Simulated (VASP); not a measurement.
Runs of VASP 6.6.1 on HfH2. The structure is that of space group I4/mmm (No. 139), or close to it. The cells are those of the table. 

```tsv
task	cell	gap on the mesh (eV)	pressure (GPa)
electric field gradients	a = 3.287 Å, angles 116.1, 116.1, 96.9°, 3 atoms	none	-8.5
single point	a = 3.287 Å, angles 116.1, 116.1, 96.9°, 3 atoms	none	-8.4
electric field gradients	a = 3.324 Å, angles 115.5, 115.5, 98.0°, 3 atoms	none	-13.5
electric field gradients	a = 3.242 Å, angles 116.1, 116.1, 96.9°, 3 atoms	none	-2.7
single point	a = 3.250 Å, angles 116.8, 116.8, 95.7°, 3 atoms	none	-2.4
electric field gradients	a = 3.250 Å, angles 116.8, 116.8, 95.7°, 3 atoms	none	(b)
single point	a = 3.305 Å, angles 115.8, 115.8, 97.4°, 3 atoms	none	(a)
single point	a = 3.258 Å, angles 115.5, 115.5, 98.0°, 3 atoms	none	-6.0
single point	a = 3.242 Å, angles 116.1, 116.1, 96.9°, 3 atoms	none	-2.7
single point	a = 3.276 Å, angles 116.1, 116.1, 96.9°, 3 atoms	none	-7.1
```

Alike in all rows: level LDA; potentials or basis VASP PAW LDA potentials, release 64 (Hf_pv, H); no spin polarisation; k mesh 12 × 12 × 12; cutoff (eV) 520; smearing fermi-dirac 0.03 eV.

Fill in the values left out.

(a) -11.1; (b) -2.5.

Caveats: spin-orbit coupling is left out, which moves the levels of the heavy elements; the cell stands under tension (at least some runs).

A k mesh can miss the band edges, and the runs leave out spin-orbit coupling on Hf.

A gap of «none» marks levels without a gap at the run's occupations.
